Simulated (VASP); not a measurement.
AlCu, 2 atoms in the cell. Symmetry: Pm-3m, No. 221, cubic system. Conventional cell: a = 2.998 Å, b = 2.998 Å, c = 2.998 Å, α = 90.00°, β = 90.00°, γ = 90.00°. Al (site symmetry m-3m) has 8 Cu at 2.60 Å and 6 Al at 3.00 Å within 3.4 Å. Within 3.4 Å of Cu (site symmetry m-3m) lie 8 Al at 2.60 Å and 6 Cu at 3.00 Å. 

* Program: VASP 6.6.1
* Task: relaxation of cell and atoms
* Functional: r2SCAN
* Potentials or basis: VASP PAW PBE potentials, release 64 (Al, Cu)
* Cutoff: 660 eV
* k mesh: 7 × 7 × 7
* Occupations: fermi-dirac, width 0.05 eV
* Spin: no spin polarisation
* Dipole correction: no
* Further INCAR settings: ALGO = Normal; EDIFF = 1e-07; IBRION = 2; EDIFFG = -0.02; NSW = 60; ISIF = 3

Potentials or basis: VASP PAW PBE potentials, release 64 (Al, Cu).

Command:

```sh
$ cat potpaw_PBE.64/Al/POTCAR potpaw_PBE.64/Cu/POTCAR > POTCAR
$ cp INCAR.step1 INCAR
$ mpirun -np 1 vasp_std > vasp.out
$ cp INCAR.step2 INCAR
$ mpirun -np 1 vasp_std > vasp.out
```

Hardware: 1 thread of AMD EPYC 7R13 (shared host).

**Question.** How long does it take, and how much memory?

**Answer.** Run time: 3.8 min on 1 thread of AMD EPYC 7R13 (shared host), peak memory 0.15 GiB. Counts: k points 20, ion steps 3.
